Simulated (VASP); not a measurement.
Write the native input for VASP 6.6.1 that does the following.

```
Task                   : single point
Functional             : PBE
Potentials or basis    : VASP PAW PBE potentials, release 64 (Si, N)
Cutoff                 : 520 eV
k mesh                 : 4 × 4 × 1
Occupations            : gaussian, width 0.05 eV
Spin                   : no spin polarisation
Dipole correction      : yes
Further INCAR settings : ALGO = Normal; EDIFF = 1e-06; NBANDS = 52; NELMDL = -8
```

The structure of Si8N lies in POSCAR:

```
Si8N
1.0
    7.7021642883      0.0000000000      0.0000000000
    0.0000000000      6.3646813592      0.0000000000
    0.0000000000      0.0000000000     22.2525434180
Si N
16 2
Direct
    0.0000000000      0.9370679227      0.1797547330
    0.5000000000      0.9370679227      0.1797547330
    0.0000000000      0.5629320773      0.1797547330
    0.5000000000      0.5629320773      0.1797547330
    0.2500000000      0.4370679227      0.2297135909
    0.7500000000      0.4370679227      0.2297135909
    0.2500000000      0.0629320773      0.2297135909
    0.7500000000      0.0629320773      0.2297135909
    0.2500000000      0.9333044641      0.3302593493
    0.7500000000      0.9333044641      0.3302593493
    0.2500000000      0.5666955359      0.3302593493
    0.7500000000      0.5666955359      0.3302593493
    0.0000000000      0.4259907503      0.3708584346
    0.5000000000      0.4259907503      0.3708584346
    0.0000000000      0.0740092497      0.3708584346
    0.5000000000      0.0740092497      0.3708584346
    0.0000000000      0.3057176437      0.4355701385
    0.0000000000      0.5462638570      0.4355701385
```

One way to write it, as run:

INCAR

```
PREC = Accurate
ENCUT = 520
EDIFF = 1E-6
ISMEAR = 0
SIGMA = 0.05
LREAL = False
LASPH = True
NELM = 120
ALGO = Normal
ISIF = 2
LWAVE = False
LCHARG = True
LDIPOL = True
IDIPOL = 3
DIPOL = 0.5 0.5 0.295
GGA = PE
LELF = True
LVHAR = True
LVACPOTAV = True
NBANDS = 52
GGA_COMPAT = False
NELMDL = -8
```

KPOINTS

```
regular mesh
0
Gamma
  4 4 1
```

Potentials or basis: VASP PAW PBE potentials, release 64 (Si, N).

Launch:

```bash
$ cat potpaw_PBE.64/Si/POTCAR potpaw_PBE.64/N/POTCAR > POTCAR
$ mpirun -np 1 vasp_std > vasp.out
```

Results of the run:

```yaml
Largest_force: 8.309 eV/Å
Band_gap_on_the_k_mesh: zero (bands 37 and 38 overlap by 0.14 eV)
```

Wall time 36 min on 1 thread of Oxide Virtual Turin-like Processor, on a shared host, peak memory 1.1 GiB.
